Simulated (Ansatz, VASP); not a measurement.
KI2: VASP beside Ansatz

```
K I
1.0
     0.00000    4.04265    4.04265
     4.04265    0.00000    4.04265
     4.04265    4.04265    0.00000
K I
1 2
Cartesian
  0.0000 0.0000 0.0000
  6.0640 6.0640 6.0640
  2.0213 2.0213 2.0213
```

Change from the starting cell: species swapped into the Li2Se type (Fm-3m, No. 225).

Alike in both runs: task relaxation of cell and atoms; functional PBE; k mesh 10 × 10 × 10; occupations gaussian, width 0.1 eV; no spin polarisation.

|  | VASP | Ansatz |
| --- | --- | --- |
| version | VASP 6.6.1 | Ansatz 0.2.0 |
| potentials or method | VASP PAW PBE potentials, release 64 (K_sv, I), cutoff 600 eV | scalar-relativistic, plane waves, PAW |
| valence electrons in the cell | 23 | 43 |

Ansatz gave:

| Item | Value |
| --- | --- |
| gap on the k mesh at the Fermi level, each at its own relaxed structure (eV) | none |
| relaxed volume (Å³/atom) | 47.62 |
| relaxed length of the cell vector where the two differ most in proportion (Å) | 5.868 |

Question: What did VASP give for the same quantities?

Answer: gap on the k mesh at the Fermi level, each at its own relaxed structure (eV): none; relaxed volume (Å³/atom): 47.75; relaxed length of the cell vector where the two differ most in proportion (Å): 5.873.

A gap of «none» marks a metal or a gap that the smearing closes. VASP's potentials hold 23 valence electrons a cell and Ansatz's 43, so a difference there can come from the potentials and not from the codes.

Neither program's run includes spin-orbit coupling.
